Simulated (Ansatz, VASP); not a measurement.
**Two plane-wave programs on Zr**

```
CELL_PARAMETERS angstrom
2.75053 0.00000 0.00000
-1.37527 2.38203 0.00000
0.00000 0.00000 4.85417
ATOMIC_POSITIONS crystal
Zr 0.33333 0.66667 0.25000
Zr 0.66667 0.33333 0.75000
```

Change from the starting cell: volume scaled by 0.68, PAW files.

Alike in both runs: task single point; functional PBE; k mesh 15 × 15 × 8; occupations fermi-dirac, width 0.05 eV; no spin polarisation.

```csv
,VASP,Ansatz
version,VASP 6.6.1,Ansatz 0.2.0
potentials or method,"VASP PAW PBE potentials, release 64 (Zr_sv)","PAW with Ansatz's default frozen-core files, scalar-relativistic"
plane-wave cutoff (eV),520,420
valence electrons in the cell,24,24
```

```tsv
	VASP	Ansatz	Ansatz less VASP
pressure (GPa)	63.6	63.4	-0.22
traceless stress, the component that is largest in VASP (GPa)	-0.07	0.12	+0.189
```

Both programs put the cell under a high pressure, so it lies far from rest at this level.

Noted on VASP's run: the cell as given lies far from equilibrium.
